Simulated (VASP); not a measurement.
Here is a VASP 6.6.1 calculation.

The input INCAR:

```
SYSTEM = BeTe
PREC     = Accurate       ! precision mode
ENCUT    = 600            ! plane-wave cutoff, eV
EDIFF    = 1E-6           ! SCF threshold, eV
ISMEAR   = -1             ! smearing method
SIGMA    = 0.02           ! smearing width, eV
LREAL    = .False.        ! projectors in reciprocal space
LASPH    = .True.         ! aspherical terms in the spheres
NELM     = 200            ! most SCF steps
ALGO     = Normal         ! electronic algorithm
ISIF     = 2              ! what is computed and relaxed
LWAVE    = .False.        ! write WAVECAR
LCHARG   = .False.        ! write CHGCAR
ISPIN    = 2              ! spin polarisation
MAGMOM   = 0 0            ! initial moments
LORBIT   = 11             ! projections on sites
GGA      = PE             ! functional
NBANDS   = 15             ! bands
GGA_COMPAT= .False.
```

The input KPOINTS:

```
regular mesh
0
Gamma
  6 6 6
  0 0 0
```

POSCAR

```
BeTe
1.0
    0.0000000000      2.6832298771      2.6832298771
    2.6832298771      0.0000000000      2.6832298771
    2.6832298771      2.6832298771      0.0000000000
Be Te
1 1
Direct
    0.0000000000      0.0000000000      0.0000000000
    0.5000000000      0.5000000000      0.5000000000
```

Potentials or basis: VASP PAW PBE potentials, release 64 (Be, Te).

Launch:

```sh
$ cat potpaw_PBE.64/Be/POTCAR potpaw_PBE.64/Te/POTCAR > POTCAR
$ mpirun -np 1 vasp_std > vasp.out
```

Task: Estimate the pressure.

Result: -0.2 GPa.

Task: Predict the net moment.

Result: 0.00 μB per cell.

Task: Estimate the band gap on the k mesh.

Result: Zero (filled and empty bands overlap).

Caveat: spin-orbit coupling is left out, which moves the levels of the heavy elements.
